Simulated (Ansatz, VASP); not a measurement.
BeZn2Se3 in VASP and in Ansatz

```
Be Zn Se
1.0
    -1.95262    1.95262    8.40483
     1.95262   -1.95262    8.40483
     1.95262    1.95262   -8.40483
Be Zn Se
1 2 3
Direct
  0.00000 0.00000 0.00000
  0.66136 0.66136 0.00000
  0.33864 0.33864 0.00000
  0.42810 0.92810 0.50000
  0.07190 0.57190 0.50000
  0.75000 0.25000 0.50000
```

Alike in both runs: functional PBE; k mesh 10 × 10 × 10; occupations gaussian, width 0.02 eV; no spin polarisation.

Ansatz relaxed the structure, and its values are those at the end. VASP's run is a single point on that final structure, the one shown.

|  | VASP | Ansatz |
| --- | --- | --- |
| version | VASP 6.6.1 | Ansatz 0.2.0 |
| potentials or method | VASP PAW PBE potentials, release 64 (Be, Zn, Se), cutoff 520 eV | scalar-relativistic, plane waves, PAW |
| valence electrons in the cell | 44 | 74 |

|  | VASP | Ansatz | Ansatz less VASP |
| --- | --- | --- | --- |
| gap on the k mesh at the Fermi level (eV) | 1.83 | 1.83 | -0.002 |
| least direct gap on the mesh (eV) | 1.83 | 1.83 | -0.002 |
| pressure (GPa) | 0.2 | 0.0 | -0.20 |
| rms of the force components (eV/Å) | 0.004 | 0.000 | -0.0040 |

VASP's potentials hold 44 valence electrons a cell and Ansatz's 74, so a difference there can come from the potentials and not from the codes.
